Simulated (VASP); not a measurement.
Here is a VASP 6.6.1 calculation.

The input POSCAR:

```
BN
1.0
    2.5439499996      0.0000000000      0.0000000000
   -1.2719749998      2.2031253256      0.0000000000
    0.0000000000      0.0000000000      4.3761279552
B N
2 2
Direct
    0.3333333333      0.6666666667     -0.0009744027
    0.6666666667      0.3333333333      0.4990255973
    0.3333333333      0.6666666667      0.3759744027
    0.6666666667      0.3333333333      0.8759744027
```

Contents of INCAR.step1:

```
SYSTEM = BN
PREC = Accurate ; ENCUT = 520
ISMEAR = 0 ; SIGMA = 0.01
LREAL = .FALSE. ; LASPH = .TRUE.
NELM = 80 ; NBANDS = 16
GGA = PE ; ALGO = Normal
EDIFF = 1E-4 ; LWAVE = .TRUE.
LCHARG = .FALSE.
```

File INCAR.step2:

```
SYSTEM = BN
PREC = Accurate ; ENCUT = 520
EDIFF = 1E-6 ; ISMEAR = 0
SIGMA = 0.01 ; LREAL = .FALSE.
LASPH = .TRUE. ; NELM = 80
ALGO = Normal ; ISIF = 2
LWAVE = .FALSE. ; LCHARG = .FALSE.
METAGGA = R2SCAN ; LMIXTAU = .TRUE.
NBANDS = 16 ; ISTART = 1
```

The input KPOINTS:

```
Automatic mesh
0
G
  12 12 6
  0 0 0
```

Potentials or basis: VASP PAW PBE potentials, release 64 (B, N).

Launch:

```sh
$ cat potpaw_PBE.64/B/POTCAR potpaw_PBE.64/N/POTCAR > POTCAR
$ cp INCAR.step1 INCAR
$ mpirun -np 1 vasp_std > vasp.out
$ cp INCAR.step2 INCAR
$ mpirun -np 1 vasp_std > vasp.out
```

(1) Estimate the largest force.

(2) What does it give for the pressure?

(3) What does it give for the band gap on the k mesh?

Answers

(1) 0.012 eV/Å.

(2) -12.3 GPa.

(3) 5.79 eV, indirect (least direct gap 7.71 eV).

Caveat: the cell differs from its parent crystal (uniaxial z strain +4.0%); the PAW data sets were made with another functional, which shifts forces and pressure a little.
